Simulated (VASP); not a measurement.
# PtSe2 (P-3m1) in VASP: notebook

The runs below take PtSe2 through single point, relaxation of shape and atoms at fixed volume, with r2SCAN.

Program: VASP 6.6.1. These are calculated values, not measurements. Logs are shortened: lines on timing, memory, paths and dates and some standing lists are left out, and cuts for length are marked.

**1. The cell of the first run**

It takes space group P-3m1 (No. 164, trigonal). The conventional cell has a = 3.605 Å, b = 3.605 Å, c = 2.972 Å, α = 90.00°, β = 90.00°, γ = 120.00°. Within 3.0 Å of Pt (site symmetry -3m) lie 12 Se at 2.28 to 2.92 Å and 2 Pt at 2.97 Å. Se (site symmetry 3m) has 6 Pt at 2.28 to 2.92 Å and 8 Se at 2.37 to 2.97 Å within 3.0 Å.

**2. Single point, r2SCAN**

File POSCAR:

```
PtSe2
1.0
    3.6045869087      0.0000000000      0.0000000000
   -1.8022934544      3.1216638331      0.0000000000
    0.0000000000      0.0000000000      2.9716193168
Pt Se
1 2
Direct
    0.0000000000      0.0000000000      0.0000000000
    0.3333333333      0.6666666667      0.3106542109
    0.6666666667      0.3333333333      0.6893457891
```

File INCAR.step1:

```
PREC = Accurate ; ENCUT = 520
ISMEAR = -1 ; SIGMA = 0.05
LREAL = F ; LASPH = T
NELM = 80 ; NBANDS = 18
GGA = PE ; ALGO = Normal
EDIFF = 1E-4 ; LWAVE = T
LCHARG = F
```

File INCAR.step2:

```
PREC = Accurate ; ENCUT = 520
EDIFF = 1E-6 ; ISMEAR = -1
SIGMA = 0.05 ; LREAL = F
LASPH = T ; NELM = 80
ALGO = Normal ; ISIF = 2
LWAVE = F ; LCHARG = F
METAGGA = R2SCAN ; LMIXTAU = T
NBANDS = 18 ; ISTART = 1
```

File KPOINTS:

```
regular mesh
0
Gamma
  11 11 7
```

Potentials or basis: VASP PAW PBE potentials, release 64 (Pt, Se).

Launch:

```bash
$ cat potpaw_PBE.64/Pt/POTCAR potpaw_PBE.64/Se/POTCAR > POTCAR
$ cp INCAR.step1 INCAR
$ mpirun -np 1 vasp_std > vasp.out
$ cp INCAR.step2 INCAR
$ mpirun -np 1 vasp_std > vasp.out
```

OUTCAR:

```text
PREC = Accurate
   ENCUT = 520
   EDIFF = 1E-6
   ISMEAR = -1
   LREAL = F
   LASPH = T
   NELM = 80
   ISIF = 2
   METAGGA = R2SCAN
   ISTART = 1

 ion  position               nearest neighbor table
   1  0.000  0.000  0.000-   2 2.28   3 2.28   3 2.28   2 2.28   3 2.28   2 2.28   3 2.92   2 2.92
                             3 2.92   2 2.92   3 2.92   2 2.92
   2  0.333  0.667  0.311-   1 2.28   1 2.28   1 2.28   3 2.37   3 2.37   3 2.37   3 2.78   3 2.78
                             3 2.78   1 2.92   1 2.92   1 2.92
   3  0.667  0.333  0.689-   1 2.28   1 2.28   1 2.28   2 2.37   2 2.37   2 2.37   2 2.78   2 2.78
                             2 2.78   1 2.92   1 2.92   1 2.92

  LATTYP: Found a hexagonal cell.
 ALAT       =     3.6045869087
 C/A-ratio  =     0.8243994089

  Lattice vectors:

 A1 = (   3.6045869087,   0.0000000000,   0.0000000000)
 A2 = (  -1.8022934544,   3.1216638331,   0.0000000000)
 A3 = (   0.0000000000,   0.0000000000,   2.9716193168)

Analysis of symmetry for initial positions (statically):
=====================================================================
 Subroutine PRICEL returns:
 Original cell was already a primitive cell.

 Routine SETGRP: Setting up the symmetry group for a
 hexagonal supercell.

 Subroutine GETGRP returns: Found 12 space group operations
 (whereof 12 operations were pure point group operations)
 out of a pool of 24 trial point group operations.

The static configuration has the point symmetry D_3d.

Analysis of symmetry for dynamics (positions and initial velocities):
=====================================================================
 Subroutine PRICEL returns:
 Original cell was already a primitive cell.

 Routine SETGRP: Setting up the symmetry group for a
 hexagonal supercell.

 Subroutine GETGRP returns: Found 12 space group operations
 (whereof 12 operations were pure point group operations)
 out of a pool of 24 trial point group operations.

The dynamic configuration has the point symmetry D_3d.

 Subroutine INISYM returns: Found 12 space group operations
 (whereof 12 operations are pure point group operations),
 and found     1 'primitive' translations

----------------------------------------------------------------------------------------

                                     Primitive cell

  volume of cell :      33.4376

  direct lattice vectors                    reciprocal lattice vectors
     3.604586909  0.000000000  0.000000000     0.277424300  0.160170994  0.000000000
    -1.802293454  3.121663833  0.000000000     0.000000000  0.320341989  0.000000000
     0.000000000  0.000000000  2.971619317     0.000000000  0.000000000  0.336516859

  length of vectors
     3.604586909  3.604586909  2.971619317     0.320341989  0.320341989  0.336516859

  position of ions in fractional coordinates (direct lattice)
     0.000000000  0.000000000  0.000000000
     0.333333333  0.666666667  0.310654211
     0.666666667  0.333333333  0.689345789

  ion indices of the primitive-cell ions
   primitive index   ion index
                 1           1
                 2           2
                 3           3

----------------------------------------------------------------------------------------

 KPOINTS: regular mesh

Automatic generation of k-mesh.
 Grid dimensions read from file:
 generate k-points for:   11   11    7

 Generating k-lattice:

  Cartesian coordinates                     Fractional coordinates (reciprocal lattice)
     0.025220391  0.014560999  0.000000000     0.090909091  0.000000000  0.000000000
     0.000000000  0.029121999  0.000000000     0.000000000  0.090909091  0.000000000
     0.000000000  0.000000000  0.048073837     0.000000000  0.000000000  0.142857143

  Length of vectors
     0.029121999  0.029121999  0.048073837

  Shift w.r.t. Gamma in fractional coordinates (k-lattice)
     0.000000000  0.000000000  0.000000000

 Subroutine IBZKPT returns following result:
 ===========================================

 Found     94 irreducible k-points:

 Following reciprocal coordinates:
            Coordinates               Weight
  0.000000  0.000000  0.000000      1.000000
  0.090909  0.000000  0.000000      6.000000
  0.181818  0.000000  0.000000      6.000000
  0.272727  0.000000  0.000000      6.000000
  0.363636  0.000000  0.000000      6.000000
  0.454545  0.000000  0.000000      6.000000
[... 16 lines left out ...]
  0.000000  0.272727  0.142857      6.000000
  0.363636  0.000000  0.142857      6.000000
 [... further k-points ...]
   k-points           NKPTS =     94   k-points in BZ     NKDIM =     94   number of bands    NBANDS=     18
   number of dos      NEDOS =    301   number of ions     NIONS =      3
   total plane-waves  NPLWV =  18816
   dimension x,y,z NGX =    28 NGY =   28 NGZ =   24
   dimension x,y,z NGXF=    56 NGYF=   56 NGZF=   48
   ions per type =               1   2
   NGX,Y,Z   is equivalent  to a cutoff of  12.91, 12.91, 13.43 a.u.
   NGXF,Y,Z  is equivalent  to a cutoff of  25.83, 25.83, 26.85 a.u.
 SYSTEM =  unknown system
   PREC   = accura    normal or accurate (medium, high low for compatibility)
   ISTART =      1    job   : 0-new  1-cont  2-samecut
   ICHARG =      0    charge: 1-file 2-atom 10-const
   ISPIN  =      1    spin polarized calculation?
   LNONCOLLINEAR =      F non collinear calculations
   LSORBIT =      F    spin-orbit coupling
   LASPH  =      T    aspherical Exc in radial PAW
   ENCUT  =  520.0 eV  38.22 Ry    6.18 a.u.   6.70  6.70  5.53*2*pi/ulx,y,z
   NELM   =     80;   NELMIN=  2; NELMDL=  0     # of ELM steps
   EDIFF  = 0.1E-05   stopping-criterion for ELM
   LREAL  =      F    real-space projection
[... 7 lines left out ...]
   TEBEG  =    0.0;   TEEND  =   0.0 temperature during run
   PSTRESS=    0.0 pullay stress
   NELECT =      22.0000    total number of electrons
   NUPDOWN=      -1.0000    fix difference up-down
   EMIN   =  10.00;   EMAX   =-10.00  energy-range for DOS
   EFERMI =   0.00;   METHOD = LEGACY
   ISMEAR =    -1;   SIGMA  =   0.05  broadening in eV -4-tet -1-fermi 0-gaus
   EFERMI_NEDOS =   21; number of points for ismear=-14 and -15
   IALGO  =     38    algorithm
   IMIX   =      4    mixing-type and parameters
     AMIX     =   0.40;   BMIX     =  1.00
     AMIX_MAG =   1.60;   BMIX_MAG =  1.00
  volume/ion in A,a.u.               =      11.15        75.22
  Fermi-wavevector in a.u.,A,eV,Ry     =   1.423871  2.690727 27.584587  2.027410
  Thomas-Fermi vector in A             =   2.544423
   LORBIT       =      0    0 simple, 1 ext, 2 COOP (PROOUT), +10 PAW based schemes
   METAGGA = R2SCAN    functional components
   LHFCALC =     F    Hartree Fock is set to
   AEXX    =    0.0000 exact exchange contribution
   IVDW    =     0    specifies the selected vdW correction
   LEPSILON=     F    determine dielectric tensor
   LRPA    =     F    only Hartree local field effects (RPA)
 non-spin polarized calculation
  energy-cutoff  :      520.00
  volume of cell :       33.44
 maximum number of plane-waves:       917
 NGX is ok and might be reduce to    28
   NGX = 13   NGY = 13   NGZ = 11

 number of electron      22.0000000 magnetization

 Free energy of the ion-electron system (eV)
  ---------------------------------------------------
  ext. energy  EPLUGINS =         0.00000000
  ---------------------------------------------------
  free energy    TOTEN  =       -71.21819051 eV

  energy without entropy =      -71.21175488  energy(sigma->0) =      -71.21497270

 E-fermi :  16.1698     XC(G=0): -15.0647

 val. band max:       16.1684057272   @ k =   0.2727   0.2727   0.1429
 cond. band min:      16.1785376369   @ k =   0.0000   0.3636   0.1429
 fundamental gap:      0.0101319097
 Fermi energy:        16.1697811082

 k-point     1 :       0.0000    0.0000    0.0000
  band No.  band energies     occupation
      1      -6.8834      2.00000
      2       4.3445      2.00000
      3       4.3445      2.00000
      4       4.9367      2.00000
      5       6.4018      2.00000
      6      10.7425      2.00000
[... 10 lines left out ...]
     17      25.5405      0.00000
     18      30.4355      0.00000

 k-point     2 :       0.0909    0.0000    0.0000
  band No.  band energies     occupation
      1      -6.7432      2.00000
      2       2.9612      2.00000
      3       4.4372      2.00000
      4       6.4591      2.00000
      5       6.4992      2.00000
      6      10.5375      2.00000
[... 10 lines left out ...]
     17      25.7016      0.00000
     18      29.3949      0.00000

 k-point     3 :       0.1818    0.0000    0.0000
  band No.  band energies     occupation
      1      -6.3296      2.00000
      2       1.4802      2.00000
      3       4.7077      2.00000
      4       6.7381      2.00000
      5       8.1264      2.00000
      6       9.8156      2.00000
[... 10 lines left out ...]
     17      26.0874      0.00000
     18      27.8915      0.00000

 k-point     4 :       0.2727    0.0000    0.0000
  band No.  band energies     occupation
      1      -5.6651      2.00000
      2       0.1260      2.00000
      3       5.1290      2.00000
      4       6.7442      2.00000
      5       8.2150      2.00000
      6       9.7708      2.00000
[... 10 lines left out ...]
     17      26.4327      0.00000
     18      27.1020      0.00000

 k-point     5 :       0.3636    0.0000    0.0000
  band No.  band energies     occupation
      1      -4.7957      2.00000
      2      -1.1318      2.00000
      3       5.6390      2.00000
      4       6.0512      2.00000
      5       8.4062      2.00000
      6       9.0198      2.00000
[... 10 lines left out ...]
     17      26.8844      0.00000
     18      27.2474      0.00000

 k-point     6 :       0.4545    0.0000    0.0000
  band No.  band energies     occupation
      1      -3.8528      2.00000
      2      -2.2445      2.00000
      3       5.5131      2.00000
      4       6.0707      2.00000
      5       8.4416      2.00000
      6       8.7282      2.00000
[... 10 lines left out ...]
     17      25.6279      0.00000
     18      26.1510      0.00000

 k-point     7 :       0.0909    0.0909    0.0000
  band No.  band energies     occupation
      1      -6.4663      2.00000
      2       1.8765      2.00000
      3       4.5843      2.00000
      4       6.6710      2.00000
      5       7.7806      2.00000
      6      10.1146      2.00000
[... 10 lines left out ...]
     17      26.0034      0.00000
     18      28.6354      0.00000

 k-point     8 :       0.1818    0.0909    0.0000
  band No.  band energies     occupation
      1      -5.9271      2.00000
      2       0.6366      2.00000
      3       4.8003      2.00000
      4       6.8666      2.00000
      5       8.5946      2.00000
      6       9.3398      2.00000
[... 10 lines left out ...]
     17      26.3985      0.00000
     18      27.8363      0.00000
[... 229 lines left out ...]
     17      25.1366      0.00000
     18      29.5257      0.00000

 k-point    20 :       0.1818    0.0000    0.1429
  band No.  band energies     occupation
      1      -5.9782      2.00000
      2       1.3890      2.00000
      3       5.2030      2.00000
      4       5.7191      2.00000
      5       8.7407      2.00000
      6       9.0906      2.00000
[... 10 lines left out ...]
     17      25.9760      0.00000
     18      29.2200      0.00000

 k-point    21 :       0.0000    0.1818    0.1429
  band No.  band energies     occupation
      1      -5.9903      2.00000
      2       1.7319      2.00000
      3       4.6776      2.00000
      4       5.5807      2.00000
      5       7.7716      2.00000
      6       9.3264      2.00000
[... 10 lines left out ...]
     17      25.5357      0.00000
     18      28.8887      0.00000

 k-point    22 :       0.2727    0.0000    0.1429
  band No.  band energies     occupation
      1      -5.3192      2.00000
      2       0.0812      2.00000
      3       5.7004      2.00000
      4       6.1854      2.00000
      5       8.1710      2.00000
      6       8.9019      2.00000
[... 10 lines left out ...]
     17      26.8401      0.00000
     18      28.8715      0.00000

 k-point    23 :       0.0000    0.2727    0.1429
  band No.  band energies     occupation
      1      -5.3613      2.00000
      2       0.5335      2.00000
      3       4.9385      2.00000
      4       5.8939      2.00000
      5       6.7970      2.00000
      6      10.1784      2.00000
[... 10 lines left out ...]
     17      26.7519      0.00000
     18      28.8768      0.00000

 k-point    24 :       0.3636    0.0000    0.1429
  band No.  band energies     occupation
      1      -4.4542      2.00000
      2      -1.1097      2.00000
      3       6.0999      2.00000
      4       6.1687      2.00000
      5       7.9168      2.00000
      6       8.5600      2.00000
[... 10 lines left out ...]
     17      26.9686      0.00000
     18      27.5195      0.00000

 [... further k-points ...]

------------------------ aborting loop because EDIFF is reached ----------------------------------------

  FORCE on cell =-STRESS in cart. coord.  units (eV):
  Direction    XX          YY          ZZ          XY          YZ          ZX
  --------------------------------------------------------------------------------------
  -------------------------------------------------------------------------------------
  Total       41.9671587     41.9671587     41.8235543     -0.0000000     -0.0000000      0.0000000
  in kB     2010.8762413   2010.8762414   2003.9953674     -0.0000000     -0.0000000      0.0000000
  external PRESSURE =    2008.5826167 kB  Pullay stress =       0.0000000 kB

 VOLUME and BASIS-vectors are now :
 -----------------------------------------------------------------------------
  energy-cutoff  :      520.00
  volume of cell :       33.44
      direct lattice vectors                 reciprocal lattice vectors
     3.604586909  0.000000000  0.000000000     0.277424300  0.160170994  0.000000000
    -1.802293454  3.121663833  0.000000000     0.000000000  0.320341989  0.000000000
     0.000000000  0.000000000  2.971619317     0.000000000  0.000000000  0.336516859

 POSITION                                       TOTAL-FORCE (eV/Angst)
 -----------------------------------------------------------------------------------
      0.00000      0.00000      0.00000         0.000000      0.000000     -0.000000
     -0.00000      2.08111      0.92315        -0.000000      0.000000      0.028111
      1.80229      1.04055      2.04847        -0.000000     -0.000000     -0.028111
 -----------------------------------------------------------------------------------
    total drift:                               -0.000000     -0.000000     -0.000000

  FREE ENERGIE OF THE ION-ELECTRON SYSTEM (eV)
  ---------------------------------------------------
  free  energy   TOTEN  =       -71.2181905081 eV

  energy  without entropy=      -71.2117548843  energy(sigma->0) =      -71.21497270
```

It took 3.6 min on 1 thread of Intel Xeon 8259CL, shared host; peak memory 0.2 GiB.

What came out:

```
Free energy            : -71.2182 eV
Pressure               : 200.9 GPa
Largest force          : 0.028 eV/Å
Band gap on the k mesh : zero (bands 11 and 12 overlap by 2.44 eV)
```

Forces on the atoms (eV/Å):
```
Pt   0.000  0.000  0.000
Se   0.000  0.000  0.028
Se   0.000  0.000 -0.028
```

Stress tensor (GPa, compression positive):
```
201.09   0.00   0.00
  0.00 201.09   0.00
  0.00   0.00 200.40
```

Caveat: the cell stands under pressure; the PAW data sets were made with another functional, which shifts forces and pressure a little; spin-orbit coupling is left out, which moves the levels of the heavy elements.

**3. Single point, r2SCAN**

This run uses another cell than the first one, of 20.27 Å³/atom.

File POSCAR:

```
PtSe2
1.0
    3.7330244905      0.0000000000      0.0000000000
   -1.8665122452      3.2328940417      0.0000000000
    0.0000000000      0.0000000000      5.0375550742
Pt Se
1 2
Direct
    0.0000000000      0.0000000000      0.0000000000
    0.3333333333      0.6666666667      0.2556425569
    0.6666666667      0.3333333333      0.7443574431
```

File INCAR.step1:

```
  PREC = Accurate
  ENCUT = 520
  ISMEAR = -1
  SIGMA = 0.05
  LREAL = F
  LASPH = T
  NELM = 100
  NBANDS = 18
  GGA = PE
  ALGO = Normal
  EDIFF = 1E-4
  LWAVE = T
  LCHARG = F
```

File INCAR.step2:

```
  PREC = Accurate
  ENCUT = 520
  EDIFF = 1E-6
  ISMEAR = -1
  SIGMA = 0.05
  LREAL = F
  LASPH = T
  NELM = 100
  ALGO = Normal
  ISIF = 2
  LWAVE = F
  LCHARG = T
  METAGGA = R2SCAN
  LMIXTAU = T
  LELF = T
  LVHAR = T
  NBANDS = 18
  ISTART = 1
```

File KPOINTS:

```
Automatic mesh
0
Gamma
  11 11 7
```

Potentials or basis: VASP PAW PBE potentials, release 64 (Pt, Se).

Launch:

```bash
$ cat potpaw_PBE.64/Pt/POTCAR potpaw_PBE.64/Se/POTCAR > POTCAR
$ cp INCAR.step1 INCAR
$ mpirun -np 1 vasp_std > vasp.out
$ cp INCAR.step2 INCAR
$ mpirun -np 1 vasp_std > vasp.out
```

Run time: 7.3 min. Hardware: 1 thread of Intel Xeon 8259CL, shared host; peak memory 0.25 GiB.

It converged, with:

| Property | Result |
| --- | --- |
| Free energy | -81.4373 eV |
| Pressure | 3.0 GPa |
| Largest force | 0.015 eV/Å |
| Band gap on the k mesh | zero (bands 11 and 12 overlap by 0.50 eV) |

Forces on the atoms (eV/Å):
```
Pt   0.000  0.000  0.000
Se   0.000  0.000  0.015
Se   0.000  0.000 -0.015
```

Stress tensor (GPa, compression positive):
```
2.98 0.00 0.00
0.00 2.98 0.00
0.00 0.00 2.89
```

Levels at points of the mesh, in eV from the Fermi level:
| k point | band 9 | band 10 | band 11 | band 12 | band 13 | band 14 |
| --- | --- | --- | --- | --- | --- | --- |
| (0.00, 0.00, 0.00) | -1.18 | -1.18 | 0.43 | 1.36 | 1.36 | 3.96 |

Caveat: the PAW data sets were made with another functional, which shifts forces and pressure a little; spin-orbit coupling is left out, which moves the levels of the heavy elements.

(Part 1 of 2 ends here.)

The gap in the log of VASP goes by the Fermi energy; the results here count the filled bands.